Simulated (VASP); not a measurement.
# Si (P6/mmm) in VASP: further runs

Runs on Si. Level: LDA. Tasks: single point.

All numbers are computed with VASP 6.6.1; they aren't measurements. Logs are shortened: lines on timing, memory, paths and dates and some standing lists are left out, and cuts for length are marked.

## Step 1: The cell of the first run

The structure is hexagonal, space group P6/mmm (No. 191). Conventional cell: a = 2.527 Å, b = 2.527 Å, c = 2.373 Å, α = 90.00°, β = 90.00°, γ = 120.00°. Within 3.1 Å of Si (site symmetry 6/mmm) lie 8 Si at 2.37 to 2.53 Å.

## Step 2: Single point, LDA

INCAR reads:

```
SYSTEM = Si
PREC = Accurate
ENCUT = 520
EDIFF = 1E-6
ISMEAR = 0
SIGMA = 0.25
LREAL = .FALSE.
LASPH = .TRUE.
NELM = 100
ALGO = Normal
ISIF = 2
LWAVE = .FALSE.
LCHARG = .FALSE.
NBANDS = 8
```

KPOINTS reads:

```
Automatic mesh
0
G
  15 15 14
  0 0 0
```

POSCAR reads:

```
Si
1.0
    2.5270000000      0.0000000000      0.0000000000
   -1.2635000000      2.1884460000      0.0000000000
    0.0000000000      0.0000000000      2.3730000000
Si
1
Direct
    0.0000000000      0.0000000000      0.0000000000
```

Potentials or basis: VASP PAW LDA potentials, release 64 (Si).

Launch:

```bash
$ cat potpaw_LDA.64/Si/POTCAR > POTCAR
$ mpirun -np 1 vasp_std > vasp.out
```

OUTCAR:

```text
SYSTEM = Si
   PREC = Accurate
   ENCUT = 520
   EDIFF = 1E-6
   ISMEAR = 0
   LREAL = .FALSE.
   LASPH = .TRUE.
   NELM = 100
   ISIF = 2

 ion  position               nearest neighbor table
   1  0.000  0.000  0.000-

  LATTYP: Found a hexagonal cell.
 ALAT       =     2.5270000000
 C/A-ratio  =     0.9390581717

  Lattice vectors:

 A1 = (   2.5270000000,   0.0000000000,   0.0000000000)
 A2 = (  -1.2635000000,   2.1884460000,   0.0000000000)
 A3 = (   0.0000000000,   0.0000000000,   2.3730000000)

Analysis of symmetry for initial positions (statically):
=====================================================================
 Subroutine PRICEL returns:
 Original cell was already a primitive cell.

 Routine SETGRP: Setting up the symmetry group for a
 hexagonal supercell.

 Subroutine GETGRP returns: Found 24 space group operations
 (whereof 24 operations were pure point group operations)
 out of a pool of 24 trial point group operations.

The static configuration has the point symmetry D_6h.

Analysis of symmetry for dynamics (positions and initial velocities):
=====================================================================
 Subroutine PRICEL returns:
 Original cell was already a primitive cell.

 Routine SETGRP: Setting up the symmetry group for a
 hexagonal supercell.

 Subroutine GETGRP returns: Found 24 space group operations
 (whereof 24 operations were pure point group operations)
 out of a pool of 24 trial point group operations.

The dynamic configuration has the point symmetry D_6h.

 Subroutine INISYM returns: Found 24 space group operations
 (whereof 24 operations are pure point group operations),
 and found     1 'primitive' translations

----------------------------------------------------------------------------------------

                                     Primitive cell

  volume of cell :      13.1232

  direct lattice vectors                    reciprocal lattice vectors
     2.527000000  0.000000000  0.000000000     0.395726157  0.228472624  0.000000000
    -1.263500000  2.188446000  0.000000000     0.000000000  0.456945248  0.000000000
     0.000000000  0.000000000  2.373000000     0.000000000  0.000000000  0.421407501

  length of vectors
     2.527000000  2.526999831  2.373000000     0.456945217  0.456945248  0.421407501

  position of ions in fractional coordinates (direct lattice)
     0.000000000  0.000000000  0.000000000

  ion indices of the primitive-cell ions
   primitive index   ion index
                 1           1

----------------------------------------------------------------------------------------

 KPOINTS: Automatic mesh

Automatic generation of k-mesh.
 Grid dimensions read from file:
 generate k-points for:   15   15   14

 Generating k-lattice:

  Cartesian coordinates                     Fractional coordinates (reciprocal lattice)
     0.026381744  0.015231508  0.000000000     0.066666667  0.000000000  0.000000000
     0.000000000  0.030463017  0.000000000     0.000000000  0.066666667  0.000000000
     0.000000000  0.000000000  0.030100536     0.000000000  0.000000000  0.071428571

  Length of vectors
     0.030463014  0.030463017  0.030100536

  Shift w.r.t. Gamma in fractional coordinates (k-lattice)
     0.000000000  0.000000000  0.000000000

 Subroutine IBZKPT returns following result:
 ===========================================

 Found    216 irreducible k-points:

 Following reciprocal coordinates:
            Coordinates               Weight
  0.000000  0.000000  0.000000      1.000000
  0.066667  0.000000  0.000000      6.000000
  0.133333  0.000000  0.000000      6.000000
  0.200000  0.000000  0.000000      6.000000
  0.266667  0.000000  0.000000      6.000000
  0.333333  0.000000  0.000000      6.000000
[... 16 lines left out ...]
  0.333333  0.200000  0.000000     12.000000
  0.400000  0.200000  0.000000      6.000000
 [... further k-points ...]
   k-points           NKPTS =    216   k-points in BZ     NKDIM =    216   number of bands    NBANDS=      8
   number of dos      NEDOS =    301   number of ions     NIONS =      1
   total plane-waves  NPLWV =   7200
   dimension x,y,z NGX =    20 NGY =   20 NGZ =   18
   dimension x,y,z NGXF=    40 NGYF=   40 NGZF=   36
   ions per type =               1
   NGX,Y,Z   is equivalent  to a cutoff of  13.16, 13.16, 12.61 a.u.
   NGXF,Y,Z  is equivalent  to a cutoff of  26.32, 26.32, 25.22 a.u.
 SYSTEM =  Si
   PREC   = accura    normal or accurate (medium, high low for compatibility)
   ISTART =      0    job   : 0-new  1-cont  2-samecut
   ICHARG =      2    charge: 1-file 2-atom 10-const
   ISPIN  =      1    spin polarized calculation?
   LNONCOLLINEAR =      F non collinear calculations
   LSORBIT =      F    spin-orbit coupling
   LASPH  =      T    aspherical Exc in radial PAW
   ENCUT  =  520.0 eV  38.22 Ry    6.18 a.u.   4.70  4.70  4.41*2*pi/ulx,y,z
   NELM   =    100;   NELMIN=  2; NELMDL= -5     # of ELM steps
   EDIFF  = 0.1E-05   stopping-criterion for ELM
   LREAL  =      F    real-space projection
   EDIFFG = 0.1E-04   stopping-criterion for IOM
   NSW    =      0    number of steps for IOM
   IBRION =     -1    ionic relax: 0-MD 1-quasi-New 2-CG
   NFREE  =      0    steps in history (QN), initial steepest desc. (CG)
   ISIF   =      2    stress and relaxation
   ISYM   =      2    0-nonsym 1-usesym 2-fastsym
   POTIM  = 0.5000    time-step for ionic-motion
   TEBEG  =    0.0;   TEEND  =   0.0 temperature during run
   PSTRESS=    0.0 pullay stress
   NELECT =       4.0000    total number of electrons
   NUPDOWN=      -1.0000    fix difference up-down
   EMIN   =  10.00;   EMAX   =-10.00  energy-range for DOS
   EFERMI =   0.00;   METHOD = LEGACY
   ISMEAR =     0;   SIGMA  =   0.25  broadening in eV -4-tet -1-fermi 0-gaus
   EFERMI_NEDOS =   21; number of points for ismear=-14 and -15
   IALGO  =     38    algorithm
   IMIX   =      4    mixing-type and parameters
     AMIX     =   0.40;   BMIX     =  1.00
     AMIX_MAG =   1.60;   BMIX_MAG =  1.00
  volume/ion in A,a.u.               =      13.12        88.56
  Fermi-wavevector in a.u.,A,eV,Ry     =   1.101747  2.082000 16.515385  1.213847
  Thomas-Fermi vector in A             =   2.238179
   LORBIT       =      0    0 simple, 1 ext, 2 COOP (PROOUT), +10 PAW based schemes
   GGA     = CA    functional components
   LHFCALC =     F    Hartree Fock is set to
   AEXX    =    0.0000 exact exchange contribution
   IVDW    =     0    specifies the selected vdW correction
   LEPSILON=     F    determine dielectric tensor
   LRPA    =     F    only Hartree local field effects (RPA)
 non-spin polarized calculation
 Gauss-broadening in eV      SIGMA  =   0.25
  energy-cutoff  :      520.00
  volume of cell :       13.12
 maximum number of plane-waves:       369
 NGX is ok and might be reduce to    20
   NGX =  9   NGY =  9   NGZ =  9

 number of electron       4.0000000 magnetization

 Free energy of the ion-electron system (eV)
  ---------------------------------------------------
  ext. energy  EPLUGINS =         0.00000000
  ---------------------------------------------------
  free energy    TOTEN  =        -5.68117069 eV

  energy without entropy =       -5.67096618  energy(sigma->0) =       -5.67606843

 E-fermi :  11.1708     XC(G=0): -11.6016

 val. band max:       11.1707713769   @ k =   0.0000   0.0000   0.2143
 cond. band min:      11.2742471498   @ k =   0.0667   0.0000   0.2143
 fundamental gap:      0.1034757729
 Fermi energy:        11.1707802373

 k-point     1 :       0.0000    0.0000    0.0000
  band No.  band energies     occupation
      1      -3.9381      2.00000
      2      18.8004      0.00000
      3      19.9986      0.00000
      4      22.6112      0.00000
      5      22.6112      0.00000
      6      23.8492      0.00000
      7      23.8492      0.00000
      8      29.6249      0.00000

 k-point     2 :       0.0667    0.0000    0.0000
  band No.  band energies     occupation
      1      -3.8039      2.00000
      2      18.3955      0.00000
      3      20.1097      0.00000
      4      21.3073      0.00000
      5      21.5206      0.00000
      6      24.2020      0.00000
      7      25.1683      0.00000
      8      31.0173      0.00000

 k-point     3 :       0.1333    0.0000    0.0000
  band No.  band energies     occupation
      1      -3.4020      2.00000
      2      16.7370      0.00000
      3      20.0139      0.00000
      4      20.2023      0.00000
      5      20.4427      0.00000
      6      24.3963      0.00000
      7      27.1694      0.00000
      8      33.3860      0.00000

 k-point     4 :       0.2000    0.0000    0.0000
  band No.  band energies     occupation
      1      -2.7344      2.00000
      2      14.1927      0.00000
      3      19.0797      0.00000
      4      19.3414      0.00000
      5      20.9967      0.00000
      6      24.7387      0.00000
      7      29.4182      0.00000
      8      34.7628      0.00000

 k-point     5 :       0.2667    0.0000    0.0000
  band No.  band energies     occupation
      1      -1.8040      2.00000
      2      11.5309      0.04161
      3      18.1775      0.00000
      4      18.7999      0.00000
      5      21.7695      0.00000
      6      25.4192      0.00000
      7      31.8639      0.00000
      8      33.0565      0.00000

 k-point     6 :       0.3333    0.0000    0.0000
  band No.  band energies     occupation
      1      -0.6155      2.00000
      2       8.9819      2.00000
      3      17.5001      0.00000
      4      18.3342      0.00000
      5      22.7547      0.00000
      6      26.4403      0.00000
      7      30.9948      0.00000
      8      34.4400      0.00000

 k-point     7 :       0.4000    0.0000    0.0000
  band No.  band energies     occupation
      1       0.8248      2.00000
      2       6.6166      2.00000
      3      17.0485      0.00000
      4      17.9911      0.00000
      5      23.9328      0.00000
      6      27.7425      0.00000
      7      29.0622      0.00000
      8      33.3190      0.00000

 k-point     8 :       0.4667    0.0000    0.0000
  band No.  band energies     occupation
      1       2.4997      2.00000
      2       4.4750      2.00000
      3      16.8228      0.00000
      4      17.8100      0.00000
      5      25.1839      0.00000
      6      27.4240      0.00000
      7      29.1485      0.00000
      8      31.6393      0.00000

 k-point     9 :       0.0667    0.0667    0.0000
  band No.  band energies     occupation
      1      -3.5359      2.00000
      2      17.4894      0.00000
      3      19.3703      0.00000
      4      20.3317      0.00000
      5      21.2982      0.00000
      6      24.6208      0.00000
      7      26.2177      0.00000
      8      33.1751      0.00000

 k-point    10 :       0.1333    0.0667    0.0000
  band No.  band energies     occupation
      1      -3.0011      2.00000
      2      15.5332      0.00000
      3      17.6127      0.00000
      4      20.7753      0.00000
      5      21.1618      0.00000
      6      24.8995      0.00000
      7      27.8536      0.00000
      8      34.8366      0.00000
[... 78 lines left out ...]
 k-point    18 :       0.2667    0.1333    0.0000
  band No.  band energies     occupation
      1      -0.2208      2.00000
      2       9.3488      2.00000
      3      13.0437      0.00000
      4      22.6432      0.00000
      5      23.0798      0.00000
      6      27.0407      0.00000
      7      31.1826      0.00000
      8      32.0726      0.00000

 k-point    19 :       0.3333    0.1333    0.0000
  band No.  band energies     occupation
      1       1.2163      2.00000
      2       6.9932      2.00000
      3      12.5620      0.00000
      4      22.6119      0.00000
      5      24.2475      0.00000
      6      28.2023      0.00000
      7      29.3489      0.00000
      8      33.2024      0.00000

 k-point    20 :       0.4000    0.1333    0.0000
  band No.  band energies     occupation
      1       2.8881      2.00000
      2       4.8569      2.00000
      3      12.3220      0.00000
      4      22.5546      0.00000
      5      25.4674      0.00000
      6      27.7741      0.00000
      7      29.5294      0.00000
      8      31.9747      0.00000

 k-point    21 :       0.2000    0.2000    0.0000
  band No.  band energies     occupation
      1      -0.3520      2.00000
      2      10.8156      1.95550
      3      11.3621      0.27922
      4      22.9716      0.00000
      5      23.7274      0.00000
      6      27.2896      0.00000
      7      30.6451      0.00000
      8      31.8770      0.00000

 k-point    22 :       0.2667    0.2000    0.0000
  band No.  band energies     occupation
      1       0.9568      2.00000
      2       8.6016      2.00000
      3      10.5106      1.99981
      4      24.0406      0.00000
      5      24.5359      0.00000
      6      28.2526      0.00000
      7      30.4399      0.00000
      8      32.0222      0.00000

 k-point    23 :       0.3333    0.2000    0.0000
  band No.  band energies     occupation
      1       2.5111      2.00000
      2       6.3657      2.00000
      3      10.1295      2.00000
      4      24.8985      0.00000
      5      25.2455      0.00000
      6      28.8721      0.00000
      7      29.4156      0.00000
      8      32.4738      0.00000

 k-point    24 :       0.4000    0.2000    0.0000
  band No.  band energies     occupation
      1       4.1192      2.00000
      2       4.5268      2.00000
      3      10.0047      2.00000
      4      24.9868      0.00000
      5      26.0881      0.00000
      6      27.8861      0.00000
      7      30.3345      0.00000
      8      32.0568      0.00000

 [... further k-points ...]
[... 5 lines left out ...]
  --------------------------------------------------------------------------------------
  -------------------------------------------------------------------------------------
  Total        1.3380503      1.3380501      1.1801290      0.0000000      0.0000000      0.0000000
  in kB      163.3594324    163.3594032    144.0791905      0.0000000      0.0000000      0.0000000
  external PRESSURE =     156.9326753 kB  Pullay stress =       0.0000000 kB

 VOLUME and BASIS-vectors are now :
 -----------------------------------------------------------------------------
  energy-cutoff  :      520.00
  volume of cell :       13.12
      direct lattice vectors                 reciprocal lattice vectors
     2.527000000  0.000000000  0.000000000     0.395726157  0.228472624  0.000000000
    -1.263500000  2.188446000  0.000000000     0.000000000  0.456945248  0.000000000
     0.000000000  0.000000000  2.373000000     0.000000000  0.000000000  0.421407501

 POSITION                                       TOTAL-FORCE (eV/Angst)
 -----------------------------------------------------------------------------------
      0.00000      0.00000      0.00000         0.000000      0.000000      0.000000
 -----------------------------------------------------------------------------------
    total drift:                               -0.000000     -0.000000      0.000000

  FREE ENERGIE OF THE ION-ELECTRON SYSTEM (eV)
  ---------------------------------------------------
  free  energy   TOTEN  =        -5.6811706862 eV

  energy  without entropy=       -5.6709661791  energy(sigma->0) =       -5.67606843
```

It took 22 s on 1 thread of Intel Xeon 8259CL, shared host; peak memory 0.12 GiB.

Results:

| Quantity | Value |
| --- | --- |
| Free energy | -5.6812 eV |
| Pressure | 15.7 GPa |
| Band gap on the k mesh | zero (band 2 reaches 18.80 eV, above the bottom of band 3 at 6.05 eV) |

Stress tensor (GPa, compression positive):
```
16.34  0.00  0.00
 0.00 16.34  0.00
 0.00  0.00 14.41
```

(Part 1 of 2 ends here.)
